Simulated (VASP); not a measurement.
Write the native input for VASP 6.6.1 that does the following.

```
Task                   : single point
Functional             : PBEsol
Potentials or basis    : VASP PAW PBE potentials, release 64 (Ti_sv, Si)
Cutoff                 : 520 eV
k mesh                 : 12 × 12 × 12
Occupations            : methfessel-paxton, width 0.05 eV
Spin                   : no spin polarisation
Dipole correction      : no
Further INCAR settings : ALGO = Fast; EDIFF = 1e-06; NBANDS = 41
```

The structure of Ti5Si lies in POSCAR:

```
Ti5Si
1.0
    2.5228393509      1.4565619783      4.4409048145
   -2.5228393509      1.4565619783      4.4409048145
    0.0000000000     -2.9131239567      4.4409048145
Ti Si
5 1
Direct
    0.1514396700      0.1514396700      0.1514396700
    0.6053500000      0.3946500000      0.0000000000
    0.0000000000      0.6053500000      0.3946500000
    0.8485603300      0.8485603300      0.8485603300
    0.3946500000      0.0000000000      0.6053500000
    0.5000000000      0.5000000000      0.5000000000
```

These files were run (other wordings do the same):

INCAR

```
PREC     = Accurate       # precision mode
ENCUT    = 520            # plane-wave cutoff, eV
EDIFF    = 1E-6           # SCF threshold, eV
ISMEAR   = 1              # smearing method
SIGMA    = 0.05           # smearing width, eV
LREAL    = False          # projectors in reciprocal space
LASPH    = True           # aspherical terms in the spheres
NELM     = 100            # most SCF steps
ALGO     = Fast           # electronic algorithm
ISIF     = 2              # what is computed and relaxed
LWAVE    = False          # write WAVECAR
LCHARG   = True           # write CHGCAR
GGA      = PS             # functional
LELF     = True           # ELF
LVHAR    = True         
NBANDS   = 41             # bands
```

KPOINTS

```
regular mesh
0
Gamma
  12 12 12
```

Potentials or basis: VASP PAW PBE potentials, release 64 (Ti_sv, Si).

Run with:

```sh
$ cat potpaw_PBE.64/Ti_sv/POTCAR potpaw_PBE.64/Si/POTCAR > POTCAR
$ mpirun -np 1 vasp_std > vasp.out
```

Results of the run:

| Property | Result |
| --- | --- |
| Pressure | -4.5 GPa |
| Largest force | 0.071 eV/Å |
| Band gap on the k mesh | zero (bands 32 and 33 overlap by 0.59 eV) |

Caveat: the cell stands under tension; the PAW data sets were made with another functional, which shifts forces and pressure a little.

Wall time 31 min on 1 thread of AMD EPYC 9R45 96-Core Processor (Zen 5) (shared host), peak memory 0.62 GiB.
